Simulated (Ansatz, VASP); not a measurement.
## Two plane-wave programs on Se

```
Se
1.0
     3.04971    0.00000    0.00000
    -1.52486    2.64113    0.00000
     0.00000    0.00000    2.60337
Se
1
Direct
  0.00000 0.00000 0.00000
```

Alike in both runs: functional PBEsol; k mesh 21 × 21 × 20; occupations gaussian, width 0.1 eV; no spin polarisation.

Ansatz relaxed the structure, and its values are those at the end. VASP's run is a single point on that final structure, the one shown.

```csv
,VASP,Ansatz
version,VASP 6.6.1,Ansatz 0.2.0
potentials or method,"VASP PAW PBE potentials, release 64 (Se), cutoff 520 eV","scalar-relativistic, plane waves, PAW"
valence electrons in the cell,6,16
```

```csv
,VASP,Ansatz,Ansatz less VASP
gap on the k mesh at the Fermi level (eV),none,none,-
pressure (GPa),0.1,0.0,-0.10
```

VASP's potentials were made for PBE, not for PBEsol. A gap of «none» marks a metal or a gap that the smearing closes. The functional is the same, so the differences come from potentials, cutoffs and numerics. VASP's potentials hold 6 valence electrons a cell and Ansatz's 16, so a difference there can come from the potentials and not from the codes.
